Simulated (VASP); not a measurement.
Here is a VASP 6.6.1 calculation.

Contents of INCAR:

```
PREC = Accurate
ENCUT = 520
EDIFF = 1E-6
ISMEAR = 0
SIGMA = 0.1
LREAL = F
LASPH = T
NELM = 80
ALGO = Fast
ISIF = 2
LWAVE = F
LCHARG = F
GGA = PE
NBANDS = 43
```

KPOINTS

```
Automatic mesh
0
Gamma
  6 6 6
```

The input POSCAR:

```
TeMo2
1.0
   -2.3487785689      2.3487785689      5.9039047040
    2.3487785689     -2.3487785689      5.9039047040
    2.3487785689      2.3487785689     -5.9039047040
Te Mo
2 4
Direct
    0.0000000000      0.0000000000      0.0000000000
    0.7500000000      0.2500000000      0.5000000000
    0.2066000000      0.2066000000      0.0000000000
    0.9566000000      0.4566000000      0.5000000000
    0.5434000000      0.0434000000      0.5000000000
    0.7934000000      0.7934000000      0.0000000000
```

Potentials or basis: VASP PAW PBE potentials, release 64 (Te, Mo_sv).

The run is started by

```sh
$ cat potpaw_PBE.64/Te/POTCAR potpaw_PBE.64/Mo_sv/POTCAR > POTCAR
$ mpirun -np 1 vasp_std > vasp.out
```

(1) What does it give for the pressure?

(2) Estimate the band gap on the k mesh.

(3) Predict the largest force.

## Answers

(1) 31.5 GPa.

(2) zero (bands 34 and 35 overlap by 0.27 eV).

(3) 2.009 eV/Å.

Caveat: the cell stands under pressure; spin-orbit coupling is left out, which moves the levels of the heavy elements; forces of over 1 eV/Å act on the atoms, so gaps and moduli don't describe the material at rest.
